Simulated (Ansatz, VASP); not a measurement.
# One calculation of MoS2, two programs

```xyz
3
Lattice="3.1475 0.0000 0.0000 -1.5738 2.7259 0.0000 0.0000 0.0000 5.7666" Properties=species:S:1:pos:R:3 pbc="T T T"
Mo    0.0000    0.0000    2.8833
S     0.0000    1.8172    1.3194
S     1.5738    0.9086    4.4472
```

Alike in both runs: functional LDA; k mesh 10 × 10 × 5; occupations fermi-dirac, width 0.15 eV; no spin polarisation.

Ansatz relaxed the structure, and its values are those at the end. VASP's run is a single point on that final structure, the one shown.

```csv
,VASP,Ansatz
version,VASP 6.6.1,Ansatz 0.2.0
potentials or method,"VASP PAW LDA potentials, release 64 (Mo_sv, S), cutoff 520 eV","plane waves, PAW"
valence electrons in the cell,26,26
```

VASP gave:

```
pressure (GPa)                     : 0.2
rms of the force components (eV/Å) : 0.009
```

Estimate Ansatz's values.

pressure (GPa): 0.0; rms of the force components (eV/Å): 0.000.

LDA's correlation is that of Perdew and Zunger in VASP and of Perdew and Wang (1992) in Ansatz.
